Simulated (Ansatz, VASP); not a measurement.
**NaH: VASP beside Ansatz**

```xyz
2
Lattice="3.0438 0.0000 0.0000 0.0000 2.8665 0.0000 0.0000 0.0000 2.9551" Properties=species:S:1:pos:R:3 pbc="T T T"
Na    0.0000    0.0000    0.0000
H     1.5219    1.4332    1.4776
```

Change from the starting cell: strain +0.0300 x Voigt [1, -1, 0, 0, 0, 0], atoms carried along.

Alike in both runs: task single point; functional PBEsol; k mesh 10 × 10 × 10; occupations gaussian, width 0.05 eV; no spin polarisation.

```csv
,VASP,Ansatz
version,VASP 6.6.1,Ansatz 0.2.0
potentials or method,"VASP PAW PBE potentials, release 64 (Na_pv, H), cutoff 500 eV","scalar-relativistic, plane waves, PAW"
valence electrons in the cell,8,10
```

|  | VASP | Ansatz | Ansatz less VASP |
| --- | --- | --- | --- |
| gap on the k mesh at the Fermi level (eV) | 0.50 | 0.51 | +0.003 |
| least direct gap on the mesh (eV) | 4.22 | 4.23 | +0.005 |
| pressure (GPa) | -0.4 | -0.4 | +0.06 |
| traceless stress, the component that is largest in VASP (GPa) | 3.38 | 3.37 | -0.008 |

VASP's potentials were made for PBE, not for PBEsol. VASP's potentials hold 8 valence electrons a cell and Ansatz's 10, so a difference there can come from the potentials and not from the codes.
